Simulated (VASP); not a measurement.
# HfC (Fm-3m) in VASP: a series of runs

Runs on HfC. Level: PBE. Tasks: electric field gradients.

Program: VASP 6.6.1. These are calculated values, not measurements. Logs are shortened: lines on timing, memory, paths and dates and some standing lists are left out, and cuts for length are marked.

**1. The cell of the first run**

The structure is cubic, space group Fm-3m (No. 225). The conventional cell has a = 4.634 Å, b = 4.634 Å, c = 4.634 Å, α = 90.00°, β = 90.00°, γ = 90.00°. Hf (site symmetry m-3m) has 6 C at 2.32 Å within 3.1 Å. C (site symmetry m-3m) has 6 Hf at 2.32 Å within 3.1 Å.

**2. Electric field gradients, PBE**

Contents of INCAR:

```
SYSTEM = HfC
  PREC = Accurate
  ENCUT = 520
  EDIFF = 1E-8
  ISMEAR = -1
  SIGMA = 0.02
  LREAL = .False.
  LASPH = .True.
  NELM = 60
  ALGO = Normal
  ISIF = 2
  LWAVE = .False.
  LCHARG = .False.
  GGA = PE
  LEFG = .True.
  NBANDS = 14
```

Contents of KPOINTS:

```
regular mesh
0
Gamma
  10 10 10
  0 0 0
```

Contents of POSCAR:

```
HfC
1.0
    0.0000000000      2.3171388429      2.3171388429
    2.3171388429      0.0000000000      2.3171388429
    2.3171388429      2.3171388429      0.0000000000
Hf C
1 1
Direct
    0.0000000000      0.0000000000      0.0000000000
    0.5000000000      0.5000000000      0.5000000000
```

Potentials or basis: VASP PAW PBE potentials, release 64 (Hf_pv, C).

On the command line:

```console
> cat potpaw_PBE.64/Hf_pv/POTCAR potpaw_PBE.64/C/POTCAR > POTCAR
> mpirun -np 1 vasp_std > vasp.out
```

OUTCAR:

```text
SYSTEM = HfC
   PREC = Accurate
   ENCUT = 520
   EDIFF = 1E-8
   ISMEAR = -1
   LREAL = .False.
   LASPH = .True.
   NELM = 60
   ISIF = 2
   GGA = PE

 ion  position               nearest neighbor table
   1  0.000  0.000  0.000-   2 2.32   2 2.32   2 2.32   2 2.32   2 2.32   2 2.32
   2  0.500  0.500  0.500-   1 2.32   1 2.32   1 2.32   1 2.32   1 2.32   1 2.32

  LATTYP: Found a face centered cubic cell.
 ALAT       =     4.6342776858

  Lattice vectors:

 A1 = (   0.0000000000,   2.3171388429,   2.3171388429)
 A2 = (   2.3171388429,   0.0000000000,   2.3171388429)
 A3 = (   2.3171388429,   2.3171388429,   0.0000000000)

Analysis of symmetry for initial positions (statically):
=====================================================================
 Subroutine PRICEL returns:
 Original cell was already a primitive cell.

 Routine SETGRP: Setting up the symmetry group for a
 face centered cubic supercell.

 Subroutine GETGRP returns: Found 48 space group operations
 (whereof 48 operations were pure point group operations)
 out of a pool of 48 trial point group operations.

The static configuration has the point symmetry O_h .

Analysis of symmetry for dynamics (positions and initial velocities):
=====================================================================
 Subroutine PRICEL returns:
 Original cell was already a primitive cell.

 Routine SETGRP: Setting up the symmetry group for a
 face centered cubic supercell.

 Subroutine GETGRP returns: Found 48 space group operations
 (whereof 48 operations were pure point group operations)
 out of a pool of 48 trial point group operations.

The dynamic configuration has the point symmetry O_h .

 Subroutine INISYM returns: Found 48 space group operations
 (whereof 48 operations are pure point group operations),
 and found     1 'primitive' translations

----------------------------------------------------------------------------------------

                                     Primitive cell

  volume of cell :      24.8821

  direct lattice vectors                    reciprocal lattice vectors
     0.000000000  2.317138843  2.317138843    -0.215783358  0.215783358  0.215783358
     2.317138843  0.000000000  2.317138843     0.215783358 -0.215783358  0.215783358
     2.317138843  2.317138843  0.000000000     0.215783358  0.215783358 -0.215783358

  length of vectors
     3.276929178  3.276929178  3.276929178     0.373747739  0.373747739  0.373747739

  position of ions in fractional coordinates (direct lattice)
     0.000000000  0.000000000  0.000000000
     0.500000000  0.500000000  0.500000000

  ion indices of the primitive-cell ions
   primitive index   ion index
                 1           1
                 2           2

----------------------------------------------------------------------------------------

 KPOINTS: regular mesh

Automatic generation of k-mesh.
 Grid dimensions read from file:
 generate k-points for:   10   10   10

 Generating k-lattice:

  Cartesian coordinates                     Fractional coordinates (reciprocal lattice)
    -0.021578336  0.021578336  0.021578336     0.100000000  0.000000000  0.000000000
     0.021578336 -0.021578336  0.021578336     0.000000000  0.100000000  0.000000000
     0.021578336  0.021578336 -0.021578336     0.000000000  0.000000000  0.100000000

  Length of vectors
     0.037374774  0.037374774  0.037374774

  Shift w.r.t. Gamma in fractional coordinates (k-lattice)
     0.000000000  0.000000000  0.000000000

 Subroutine IBZKPT returns following result:
 ===========================================

 Found     47 irreducible k-points:

 Following reciprocal coordinates:
            Coordinates               Weight
  0.000000  0.000000  0.000000      1.000000
  0.100000  0.000000  0.000000      8.000000
  0.200000  0.000000  0.000000      8.000000
  0.300000  0.000000  0.000000      8.000000
  0.400000  0.000000  0.000000      8.000000
  0.500000  0.000000  0.000000      4.000000
[... 16 lines left out ...]
  0.300000  0.300000  0.000000      6.000000
  0.400000  0.300000  0.000000     24.000000
 [... further k-points ...]
   k-points           NKPTS =     47   k-points in BZ     NKDIM =     47   number of bands    NBANDS=     14
   number of dos      NEDOS =    301   number of ions     NIONS =      2
   total plane-waves  NPLWV =  13824
   dimension x,y,z NGX =    24 NGY =   24 NGZ =   24
   dimension x,y,z NGXF=    48 NGYF=   48 NGZF=   48
   ions per type =               1   1
   NGX,Y,Z   is equivalent  to a cutoff of  12.18, 12.18, 12.18 a.u.
   NGXF,Y,Z  is equivalent  to a cutoff of  24.35, 24.35, 24.35 a.u.
 SYSTEM =  HfC
   PREC   = accura    normal or accurate (medium, high low for compatibility)
   ISTART =      0    job   : 0-new  1-cont  2-samecut
   ICHARG =      2    charge: 1-file 2-atom 10-const
   ISPIN  =      1    spin polarized calculation?
   LNONCOLLINEAR =      F non collinear calculations
   LSORBIT =      F    spin-orbit coupling
   LASPH  =      T    aspherical Exc in radial PAW
   ENCUT  =  520.0 eV  38.22 Ry    6.18 a.u.   6.09  6.09  6.09*2*pi/ulx,y,z
   NELM   =     60;   NELMIN=  2; NELMDL= -5     # of ELM steps
   EDIFF  = 0.1E-07   stopping-criterion for ELM
   LREAL  =      F    real-space projection
   EDIFFG = 0.1E-06   stopping-criterion for IOM
   NSW    =      0    number of steps for IOM
   IBRION =     -1    ionic relax: 0-MD 1-quasi-New 2-CG
   NFREE  =      0    steps in history (QN), initial steepest desc. (CG)
   ISIF   =      2    stress and relaxation
   ISYM   =      2    0-nonsym 1-usesym 2-fastsym
   POTIM  = 0.5000    time-step for ionic-motion
   TEBEG  =    0.0;   TEEND  =   0.0 temperature during run
   PSTRESS=    0.0 pullay stress
   NELECT =      14.0000    total number of electrons
   NUPDOWN=      -1.0000    fix difference up-down
   EMIN   =  10.00;   EMAX   =-10.00  energy-range for DOS
   EFERMI =   0.00;   METHOD = LEGACY
   ISMEAR =    -1;   SIGMA  =   0.02  broadening in eV -4-tet -1-fermi 0-gaus
   EFERMI_NEDOS =   21; number of points for ismear=-14 and -15
   IALGO  =     38    algorithm
   IMIX   =      4    mixing-type and parameters
     AMIX     =   0.40;   BMIX     =  1.00
     AMIX_MAG =   1.60;   BMIX_MAG =  1.00
  volume/ion in A,a.u.               =      12.44        83.96
  Fermi-wavevector in a.u.,A,eV,Ry     =   1.351519  2.554000 24.852447  1.826603
  Thomas-Fermi vector in A             =   2.478934
   LORBIT       =      0    0 simple, 1 ext, 2 COOP (PROOUT), +10 PAW based schemes
   GGA     = PE    functional components
   LHFCALC =     F    Hartree Fock is set to
   AEXX    =    0.0000 exact exchange contribution
   IVDW    =     0    specifies the selected vdW correction
   LEPSILON=     F    determine dielectric tensor
   LRPA    =     F    only Hartree local field effects (RPA)
 non-spin polarized calculation
  energy-cutoff  :      520.00
  volume of cell :       24.88
 maximum number of plane-waves:       692
   NGX = 13   NGY = 13   NGZ = 13

 number of electron      14.0000001 magnetization

 Free energy of the ion-electron system (eV)
  ---------------------------------------------------
  ext. energy  EPLUGINS =         0.00000000
  ---------------------------------------------------
  free energy    TOTEN  =       -21.04176300 eV

  energy without entropy =      -21.04128043  energy(sigma->0) =      -21.04152172

 E-fermi :   6.0517     XC(G=0): -12.3356

 val. band max:        6.0398847775   @ k =   0.1000   0.0000   0.0000
 cond. band min:       6.1817199130   @ k =   0.1000   0.1000   0.0000
 fundamental gap:      0.1418351355
 Fermi energy:         6.0517112430

 k-point     1 :       0.0000    0.0000    0.0000
  band No.  band energies     occupation
      1     -23.4899      2.00000
      2     -23.4899      2.00000
      3     -23.4899      2.00000
      4      -6.3299      2.00000
      5       7.0356      0.00000
      6       7.0356      0.00000
      7       7.0356      0.00000
      8       7.4267      0.00000
      9       7.4267      0.00000
     10       7.4267      0.00000
     11       9.4546      0.00000
     12       9.4546      0.00000
     13      12.9800      0.00000
     14      17.0624      0.00000
[... 375 lines left out ...]
 k-point    24 :       0.4000    0.3000    0.0000
  band No.  band energies     occupation
      1     -23.9991      2.00000
      2     -23.6945      2.00000
      3     -23.6730      2.00000
      4      -4.2275      2.00000
      5       2.2991      2.00000
      6       4.2100      2.00000
      7       5.3178      2.00000
      8       6.2430      0.00014
      9      11.4564      0.00000
     10      12.4901      0.00000
     11      12.6188      0.00000
     12      14.4257      0.00000
     13      17.7692      0.00000
     14      18.8013      0.00000

 [... further k-points ...]
[... 5 lines left out ...]
  --------------------------------------------------------------------------------------
  -------------------------------------------------------------------------------------
  Total        0.3156275      0.3156275      0.3156275     -0.0000000      0.0000000      0.0000000
  in kB       20.3235331     20.3235331     20.3235331     -0.0000000      0.0000000      0.0000000
  external PRESSURE =      20.3235331 kB  Pullay stress =       0.0000000 kB

 VOLUME and BASIS-vectors are now :
 -----------------------------------------------------------------------------
  energy-cutoff  :      520.00
  volume of cell :       24.88
      direct lattice vectors                 reciprocal lattice vectors
     0.000000000  2.317138843  2.317138843    -0.215783358  0.215783358  0.215783358
     2.317138843  0.000000000  2.317138843     0.215783358 -0.215783358  0.215783358
     2.317138843  2.317138843  0.000000000     0.215783358  0.215783358 -0.215783358

 POSITION                                       TOTAL-FORCE (eV/Angst)
 -----------------------------------------------------------------------------------
      0.00000      0.00000      0.00000         0.000000      0.000000      0.000000
      2.31714      2.31714      2.31714         0.000000      0.000000      0.000000
 -----------------------------------------------------------------------------------
    total drift:                                0.000000     -0.000000     -0.000000

  FREE ENERGIE OF THE ION-ELECTRON SYSTEM (eV)
  ---------------------------------------------------
  free  energy   TOTEN  =       -21.0417629992 eV

  energy  without entropy=      -21.0412804325  energy(sigma->0) =      -21.04152172

 Electric field gradients (V/A^2)
---------------------------------------------------------------------
 ion       V_xx      V_yy      V_zz      V_xy      V_xz      V_yz
---------------------------------------------------------------------
   1       0.000    -0.000     0.000     0.000     0.000     0.000
   2      -0.000    -0.000     0.000     0.000     0.000     0.000
---------------------------------------------------------------------

 Electric field gradients after diagonalization (V/A^2)
 (convention: |V_zz| > |V_xx| > |V_yy|)
----------------------------------------------------------------------
 ion       V_xx      V_yy      V_zz     asymmetry (V_yy - V_xx)/ V_zz
----------------------------------------------------------------------
   1      -0.000    -0.000     0.000       0.000
   2      -0.000    -0.000     0.001       0.000
----------------------------------------------------------------------

           NMR quadrupolar parameters

 Cq : quadrupolar parameter    Cq=e*Q*V_zz/h
 eta: asymmetry parameters     (V_yy - V_xx)/ V_zz
 Q  : nuclear electric quadrupole moment in mb (millibarn)
----------------------------------------------------------------------
 ion       Cq(MHz)       eta       Q (mb)
----------------------------------------------------------------------
   1       0.000       0.000       1.000
   2       0.000       0.000       1.000
----------------------------------------------------------------------
```

Wall time 8.4 s (1 thread of Intel Xeon Platinum 8488C (Sapphire Rapids), shared host); peak memory 0.15 GiB.

What came out:

* Free energy: -21.0418 eV
* Pressure: 2.0 GPa
* Band gap on the k mesh: zero (band 7 reaches 7.04 eV, above the bottom of band 8 at 5.63 eV)

Caveat: without QUAD_EFG the Cq values of the log hold for a quadrupole moment of 1 mb, not for the nuclei; spin-orbit coupling is left out, which moves the levels of the heavy elements.

**3. Electric field gradients, PBE**

This run uses another cell than the first one: it holds 16 atoms, not 2.

Contents of INCAR:

```
PREC = Accurate
ENCUT = 520
EDIFF = 1E-8
ISMEAR = -1
SIGMA = 0.05
LREAL = Auto
LASPH = True
NELM = 80
ALGO = Normal
ISIF = 2
LWAVE = False
LCHARG = False
GGA = PE
LEFG = True
NBANDS = 70
```

Contents of KPOINTS:

```
regular mesh
0
Gamma
  5 5 5
```

Contents of POSCAR:

```
HfC
1.0
    0.0000000000      4.6342776858      4.6342776858
    4.6342776858      0.0000000000      4.6342776858
    4.6342776858      4.6342776858      0.0000000000
Hf C
8 8
Direct
    0.0000000000      0.0000000000      0.0000000000
    0.0000000000      0.0000000000      0.5000000000
    0.0000000000      0.5000000000      0.0000000000
    0.0000000000      0.5000000000      0.5000000000
    0.5000000000      0.0000000000      0.0000000000
    0.5000000000      0.0000000000      0.5000000000
    0.5000000000      0.5000000000      0.0000000000
    0.5000000000      0.5000000000      0.5000000000
    0.2500000000      0.2500000000      0.2500000000
    0.2500000000      0.2500000000      0.7500000000
    0.2500000000      0.7500000000      0.2500000000
    0.2500000000      0.7500000000      0.7500000000
    0.7500000000      0.2500000000      0.2500000000
    0.7500000000      0.2500000000      0.7500000000
    0.7500000000      0.7500000000      0.2500000000
    0.7500000000      0.7500000000      0.7500000000
```

Potentials or basis: VASP PAW PBE potentials, release 64 (Hf_pv, C).

On the command line:

```console
> cat potpaw_PBE.64/Hf_pv/POTCAR potpaw_PBE.64/C/POTCAR > POTCAR
> mpirun -np 1 vasp_std > vasp.out
```

OUTCAR:

```text
PREC = Accurate
   ENCUT = 520
   EDIFF = 1E-8
   ISMEAR = -1
   LREAL = Auto
   LASPH = True
   NELM = 80
   ISIF = 2
   GGA = PE

 ion  position               nearest neighbor table
   1  0.000  0.000  0.000-  10 2.32  11 2.32  12 2.32  13 2.32  14 2.32  15 2.32   2 3.28   3 3.28
                             5 3.28   2 3.28   4 3.28   6 3.28   3 3.28   4 3.28   7 3.28   5 3.28
   2  0.000  0.000  0.500-   9 2.32  11 2.32  12 2.32  13 2.32  14 2.32  16 2.32   1 3.28   4 3.28
                             6 3.28   1 3.28   3 3.28   5 3.28   3 3.28   4 3.28   8 3.28   5 3.28
   3  0.000  0.500  0.000-   9 2.32  10 2.32  12 2.32  13 2.32  15 2.32  16 2.32   1 3.28   4 3.28
                             7 3.28   2 3.28   4 3.28   8 3.28   1 3.28   2 3.28   5 3.28   5 3.28
   4  0.000  0.500  0.500-   9 2.32  10 2.32  11 2.32  14 2.32  15 2.32  16 2.32   2 3.28   3 3.28
                             8 3.28   1 3.28   3 3.28   7 3.28   1 3.28   2 3.28   6 3.28   6 3.28
   5  0.500  0.000  0.000-   9 2.32  10 2.32  11 2.32  14 2.32  15 2.32  16 2.32   1 3.28   6 3.28
                             7 3.28   2 3.28   6 3.28   8 3.28   3 3.28   7 3.28   8 3.28   1 3.28
   6  0.500  0.000  0.500-   9 2.32  10 2.32  12 2.32  13 2.32  15 2.32  16 2.32   2 3.28   5 3.28
                             8 3.28   1 3.28   5 3.28   7 3.28   4 3.28   7 3.28   8 3.28   1 3.28
   7  0.500  0.500  0.000-   9 2.32  11 2.32  12 2.32  13 2.32  14 2.32  16 2.32   3 3.28   5 3.28
                             8 3.28   4 3.28   6 3.28   8 3.28   1 3.28   5 3.28   6 3.28   1 3.28
   8  0.500  0.500  0.500-  10 2.32  11 2.32  12 2.32  13 2.32  14 2.32  15 2.32   4 3.28   6 3.28
                             7 3.28   3 3.28   5 3.28   7 3.28   2 3.28   5 3.28   6 3.28   2 3.28
   9  0.250  0.250  0.250-   2 2.32   3 2.32   4 2.32   5 2.32   6 2.32   7 2.32
[... 13 lines left out ...]
 A1 = (   0.0000000000,   4.6342776858,   4.6342776858)
 A2 = (   4.6342776858,   0.0000000000,   4.6342776858)
 A3 = (   4.6342776858,   4.6342776858,   0.0000000000)
[... 951 lines left out ...]
   4      -0.000     0.000     0.000    -0.000    -0.000    -0.000
   5      -0.000     0.000     0.000    -0.000    -0.000    -0.000
   6      -0.000     0.000     0.000    -0.000    -0.000    -0.000
[... 8 lines left out ...]
  15       0.000    -0.000    -0.000     0.000     0.000     0.000
  16       0.000    -0.000    -0.000     0.000     0.000     0.000
---------------------------------------------------------------------

 Electric field gradients after diagonalization (V/A^2)
 (convention: |V_zz| > |V_xx| > |V_yy|)
----------------------------------------------------------------------
 ion       V_xx      V_yy      V_zz     asymmetry (V_yy - V_xx)/ V_zz
----------------------------------------------------------------------
   1       0.000     0.000    -0.001       0.000
   2       0.000     0.000    -0.001       0.000
   3       0.000     0.000    -0.001       0.000
   4       0.000     0.000    -0.001       0.000
   5       0.000     0.000    -0.001       0.000
   6       0.000     0.000    -0.001       0.000
[... 8 lines left out ...]
  15      -0.000    -0.000     0.001       0.000
  16      -0.000    -0.000     0.001       0.000
----------------------------------------------------------------------

           NMR quadrupolar parameters

 Cq : quadrupolar parameter    Cq=e*Q*V_zz/h
 eta: asymmetry parameters     (V_yy - V_xx)/ V_zz
 Q  : nuclear electric quadrupole moment in mb (millibarn)
----------------------------------------------------------------------
 ion       Cq(MHz)       eta       Q (mb)
----------------------------------------------------------------------
   1      -0.000       0.000       1.000
   2      -0.000       0.000       1.000
   3      -0.000       0.000       1.000
   4      -0.000       0.000       1.000
   5      -0.000       0.000       1.000
   6      -0.000       0.000       1.000
[... 8 lines left out ...]
  15       0.000       0.000       1.000
  16       0.000       0.000       1.000
----------------------------------------------------------------------
```

It took 6.9 min on 1 thread of Intel Xeon 6975P-C, shared host; peak memory 0.4 GiB.

Results:

```
Free energy            : -168.3495 eV
Pressure               : 2.0 GPa
Band gap on the k mesh : zero (band 56 reaches 6.18 eV, above the bottom of band 57 at 5.68 eV)
```

Levels at points of the mesh, in eV from the Fermi level:
```csv
k point,band 52,band 53,band 54,band 55,band 56,band 57,band 58,band 59,band 60,band 61
"(0.00, 0.00, 0.00)",-0.11,-0.11,-0.11,-0.11,-0.11,0.98,0.98,0.98,1.37,1.37
```

Caveat: without QUAD_EFG the Cq values of the log hold for a quadrupole moment of 1 mb, not for the nuclei; spin-orbit coupling is left out, which moves the levels of the heavy elements.
